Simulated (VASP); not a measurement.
Set up this calculation in VASP 6.6.1, as the native input.

| Item | Value |
| --- | --- |
| Task | relaxation of shape and atoms at fixed volume |
| Functional | PBE |
| Potentials or basis | VASP PAW PBE potentials, release 64 (Al, N) |
| Cutoff | 600 eV |
| k mesh | 12 × 12 × 2 |
| Occupations | gaussian, width 0.1 eV |
| Spin | no spin polarisation |
| Dipole correction | no |
| Further INCAR settings | ALGO = Normal; EDIFF = 1e-06; IBRION = 2; EDIFFG = -0.01; NSW = 50; ISIF = 4 |

The structure of Al6N lies in POSCAR:

```
Al6N
1.0
    2.8578587360      0.0000000000      0.0000000000
   -1.4289293680      2.4749782658      0.0000000000
    0.0000000000      0.0000000000     26.7500310133
Al N
12 2
Direct
    0.6666666667      0.3333333333      0.6752610639
    0.0000000000      0.0000000000      0.7554822456
    0.3333333333      0.6666666667      0.8362685521
    0.3333333333      0.6666666667      0.5945345136
    0.3333333333      0.6666666667      0.0909631658
    0.6666666667      0.3333333333      0.1872140273
    0.0000000000      0.0000000000     -0.0040784867
    0.0000000000      0.0000000000      0.2726267699
    0.6666666667      0.3333333333      0.9171098996
    0.6666666667      0.3333333333      0.4329513246
    0.0000000000      0.0000000000      0.5139643741
    0.3333333333      0.6666666667      0.3522639031
    0.0000000000      0.0000000000      0.0645945369
    0.3333333333      0.6666666667      0.1591441100
```

The input as run:

INCAR

```
SYSTEM = Al6N
PREC = Accurate ; ENCUT = 600
EDIFF = 1E-6 ; ISMEAR = 0
SIGMA = 0.1 ; LREAL = .False.
LASPH = .True. ; NELM = 60
ALGO = Normal ; ISIF = 4
LWAVE = .False. ; LCHARG = .False.
GGA = PE ; IBRION = 2
NSW = 50 ; EDIFFG = -0.01
```

KPOINTS

```
regular mesh
0
Gamma
  12 12 2
  0 0 0
```

Potentials or basis: VASP PAW PBE potentials, release 64 (Al, N).

Run with:

```bash
$ cat potpaw_PBE.64/Al/POTCAR potpaw_PBE.64/N/POTCAR > POTCAR
$ mpirun -np 1 vasp_std > vasp.out
```

It gave:

The energy gained by relaxing is 0.5 meV/atom. The ionic steps are 15 and the pressure after relaxing is 14.6 GPa. The largest force after relaxing is 0.009 eV/Å and the band gap on the k mesh is zero (bands 23 and 24 overlap by 5.43 eV).

It took 25 min on 1 thread of AMD EPYC 9R45 96-Core Processor (Zen 5), on a shared host, peak memory 0.45 GiB.
